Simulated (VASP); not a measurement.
The system is Ir2Ru.

```
Ru Ir
1.0
     2.73496    0.00000    0.00000
    -1.36748    2.36855    0.00000
     0.00000    0.00000   12.90621
Ru Ir
2 4
Cartesian
  0.0000 1.5790 3.2266
  1.3675 0.7895 9.6797
  0.0000 1.5790 11.8307
  0.0000 1.5790 7.5286
  1.3675 0.7895 1.0755
  1.3675 0.7895 5.3776
```

| Quantity | Value |
| --- | --- |
| Program | VASP 6.6.1 |
| Task | relaxation of cell and atoms |
| Functional | PBE |
| Potentials or basis | VASP PAW PBE potentials, release 64 (Ru_pv, Ir) |
| Cutoff | 600 eV |
| k mesh | 6 × 6 × 2 |
| Occupations | gaussian, width 0.1 eV |
| Spin | no spin polarisation |

At the start: pressure 10.5 GPa; volume 13.93 Å³/atom.

Task: How do energy, volume and symmetry change on relaxing?

Result: Over 8 steps the energy falls by 22.2 meV/atom and the volume is 14.35 Å³/atom (+3.0 %); space group P6_3/mmc (No. 194, to 0.1 Å) before and after.

Step by step:
```csv
step,energy change (eV),largest force (eV/Å),pressure (GPa),volume (Å³)
1,0.0000,0.8872,10.45,83.61
2,0.6724,0.0021,-25.72,95.09
3,-0.1090,0.4907,-1.82,86.51
4,-0.1093,0.5040,-1.33,86.38
5,-0.1314,0.0480,0.84,85.87
6,-0.1325,0.0492,0.41,85.96
7,-0.1326,0.0337,-0.89,86.27
8,-0.1334,0.0052,-0.26,86.12
```

Final structure:
```
CELL_PARAMETERS angstrom
2.76742 0.00000 0.00000
-1.38371 2.39665 0.00000
0.00000 0.00000 12.98453
ATOMIC_POSITIONS crystal
Ru 0.33333 0.66667 0.25000
Ru 0.66667 0.33333 0.75000
Ir 0.33333 0.66667 0.91409
Ir 0.33333 0.66667 0.58591
Ir 0.66667 0.33333 0.08591
Ir 0.66667 0.33333 0.41409
```

Caveat: the k points lie up to 0.44 Å⁻¹ apart in the final cell; the highest band is partly filled, so the run has too few bands.
